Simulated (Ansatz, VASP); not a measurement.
**Na2S: VASP beside Ansatz**

INCAR

```
SYSTEM = Na2S
ALGO = Normal ; EDIFF = 1E-6
ENCUT = 500 ; GGA = PE
GGA_COMPAT = .FALSE. ; ISIF = 2
ISMEAR = 0 ; LASPH = .TRUE.
LCHARG = .TRUE. ; LELF = .TRUE.
LREAL = .FALSE. ; LVHAR = .TRUE.
LWAVE = .FALSE. ; NBANDS = 17
NELM = 120 ; PREC = Accurate
SIGMA = 0.01
```

Contents of KPOINTS:

```
k-points
0
G
  6 6 6
  0 0 0
```

POSCAR

```
Na2S
1.0
    0.0000000000      3.3165226687      3.3165226687
    3.3165226687      0.0000000000      3.3165226687
    3.3165226687      3.3165226687      0.0000000000
Na S
2 1
Direct
    0.2500000000      0.2500000000      0.2500000000
    0.7500000000      0.7500000000      0.7500000000
    0.0000000000      0.0000000000      0.0000000000
```

Input for Ansatz:

```yaml
crystal:
  lattice:
    - [0.0, 3.3165226687, 3.3165226687]
    - [3.3165226687, 0.0, 3.3165226687]
    - [3.3165226687, 3.3165226687, 0.0]
  atoms:
    - { symbol: Na, position: [0.25, 0.25, 0.25] }
    - { symbol: Na, position: [0.75, 0.75, 0.75] }
    - { symbol: S, position: [0.0, 0.0, 0.0] }
kpoints:
  mp_grid: { grid: [6, 6, 6] }
hamiltonian:
  xc: pbe
scf:
  occupations: { method: fixed }
  n_extra_bands: 4
output:
  forces: true
  stress: true
  eigenvalues: true
```

Alike in both runs: task single point; functional PBE; k mesh 6 × 6 × 6; no spin polarisation.

|  | VASP | Ansatz |
| --- | --- | --- |
| version | VASP 6.6.1 | Ansatz 0.2.0 |
| potentials or method | VASP PAW PBE potentials, release 64 (Na_pv, S) | plane waves, PAW |
| plane-wave cutoff (eV) | 500 | 420 |
| occupations | gaussian, width 0.01 eV | fixed |
| valence electrons in the cell | 20 | 24 |

```csv
,VASP,Ansatz,Ansatz less VASP
gap on the k mesh at the Fermi level (eV),2.35,2.35,+0.002
pressure (GPa),-0.8,-0.8,+0.02
```

VASP's potentials hold 20 valence electrons a cell and Ansatz's 24, so a difference there can come from the potentials and not from the codes.
